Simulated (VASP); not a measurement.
## CoSn (e600): relaxation of cell and atoms with PBE

CoSn (e600):

```xyz
6
Lattice="5.2460 0.0000 0.0000 -2.6230 4.5432 0.0000 0.0000 0.0000 4.1876" Properties=species:S:1:pos:R:3 pbc="T T T"
Co   -1.3115    2.2716    0.0000
Co    1.3115    2.2716    0.0000
Co    2.6230    0.0000    0.0000
Sn    2.6230    1.5144    2.0938
Sn    0.0000    3.0288    2.0938
Sn    0.0000    0.0000    0.0000
```

```json
{
 "Program": "VASP 6.6.1",
 "Task": "relaxation of cell and atoms",
 "Functional": "PBE",
 "Potentials or basis": "VASP PAW PBE potentials, release 64 (Co, Sn_d)",
 "Cutoff": "600 eV",
 "k mesh": "9 × 9 × 8",
 "Occupations": "gaussian, width 0.1 eV",
 "Spin": "no spin polarisation",
 "Dipole correction": "no",
 "Further INCAR settings": "ALGO = Normal; EDIFF = 1e-06; IBRION = 2; EDIFFG = -0.002; NSW = 100; ISIF = 3"
}
```

```json
{"Relaxed volume": "17.12 Å³/atom", "Relaxed cell": "a = 5.296 Å, b = 5.296 Å, c = 4.228 Å, α = 90.00°, β = 90.00°, γ = 120.00°", "Space group after relaxing (to 0.05 Å)": "P6/mmm (No. 191)", "Energy gained by relaxing": "5.7 meV/atom", "Ionic steps": "6", "Pressure after relaxing": "0.0 GPa"}
```

The path:
| step | energy change (eV) | largest force (eV/Å) | pressure (GPa) | volume (Å³) |
| --- | --- | --- | --- | --- |
| 1 | 0.0000 | 0.0000 | 3.94 | 99.81 |
| 2 | 0.0017 | 0.0000 | -3.54 | 105.83 |
| 3 | -0.0343 | 0.0000 | 0.01 | 102.70 |
| 4 | -0.0343 | 0.0000 | -0.08 | 102.76 |
| 5 | -0.0343 | 0.0000 | 0.06 | 102.64 |
| 6 | -0.0343 | 0.0000 | 0.00 | 102.69 |

Final structure:
```
Co Sn
1.0
     5.29587    0.00000    0.00000
    -2.64793    4.58635    0.00000
     0.00000    0.00000    4.22798
Co Sn
3 3
Direct
  0.00000 0.50000 0.00000
  0.50000 0.50000 0.00000
  0.50000 0.00000 0.00000
  0.66667 0.33333 0.50000
  0.33333 0.66667 0.50000
  0.00000 0.00000 0.00000
```

Levels at points of the mesh, in eV from the Fermi level:
```
           k point  band 32  band 33  band 34  band 35  band 36  band 37
(0.00, 0.00, 0.00)    -0.42    -0.39    -0.39     0.52     0.60     1.36
(0.00, 0.00, 0.50)    -0.48    -0.47    -0.47    -0.38    -0.38    -0.11
```

Run time: 14 min on 1 thread of AMD EPYC 9R14 (Zen 4), with other jobs on the host, peak memory 0.39 GiB.

Caveat: spin-orbit coupling is left out, which moves the levels of the heavy elements. Spin polarisation is off, so any magnetic state and its effect on volume and gap are missing.
